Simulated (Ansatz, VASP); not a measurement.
C in VASP and in Ansatz

File INCAR:

```
SYSTEM = C
PREC = Accurate ; ENCUT = 520
EDIFF = 1E-6 ; ISMEAR = 0
SIGMA = 0.03 ; LREAL = .False.
LASPH = .True. ; NELM = 100
ALGO = Normal ; ISIF = 2
LWAVE = .False. ; LCHARG = .False.
GGA = PS ; IVDW = 12
NBANDS = 11
```

File KPOINTS:

```
Automatic mesh
0
Gamma
  18 18 18
  0 0 0
```

Contents of POSCAR:

```
C
1.0
    0.0000000000      2.1776092721      2.8358188319
    1.2580754342      0.0000000000      2.8358188319
    1.2580754342      2.1776092721      0.0000000000
C
2
Direct
    0.1667066167      0.8332933833      0.1667066167
    0.8332933833      0.1667066167      0.8332933833
```

Input for Ansatz:

```yaml
crystal:
  lattice:
    - [0.0, 2.1776092721, 2.8358188319]
    - [1.2580754342, 0.0, 2.8358188319]
    - [1.2580754342, 2.1776092721, 0.0]
  atoms:
    - { symbol: C, position: [0.1667066167, 0.8332933833, 0.1667066167] }
    - { symbol: C, position: [0.8332933833, 0.1667066167, 0.8332933833] }
basis:
  ecutwfc: 520.0
kpoints:
  mp_grid: { grid: [18, 18, 18] }
hamiltonian:
  xc: pbesol
  pseudopotentials: { kind: paw, azcp: { folder: soft_1 } }
  dispersion: d3bj
scf:
  occupations: { method: gaussian, width: 0.03 }
output:
  forces: true
  stress: true
  eigenvalues: true
```

Change from the starting cell: volume 7.769 Å^3 an atom, stretch along c over the lengths across it, relative to the relaxed cell 0.8336.

Alike in both runs: task single point; functional PBEsol; dispersion D3(BJ); k mesh 18 × 18 × 18; occupations gaussian, width 0.03 eV; no spin polarisation.

|  | VASP | Ansatz |
| --- | --- | --- |
| version | VASP 6.6.1 | Ansatz 0.2.0 |
| potentials or method | VASP PAW PBE potentials, release 64 (C), cutoff 520 eV | scalar-relativistic, plane waves, PAW |
| valence electrons in the cell | 8 | 8 |

```csv
,VASP,Ansatz,Ansatz less VASP
gap on the k mesh at the Fermi level (eV),none,none,-
pressure (GPa),-16.5,-17.3,-0.78
"traceless stress, the component that is largest in VASP (GPa)",30.86,31.69,+0.835
rms of the force components (eV/Å),0.016,0.016,0.0000
```

VASP's potentials were made for PBE, not for PBEsol, and Ansatz warns of the same on its side. Atom by atom the forces differ by 0.000 eV/Å (rms over components). A gap of «none» marks a metal or a gap that the smearing closes.
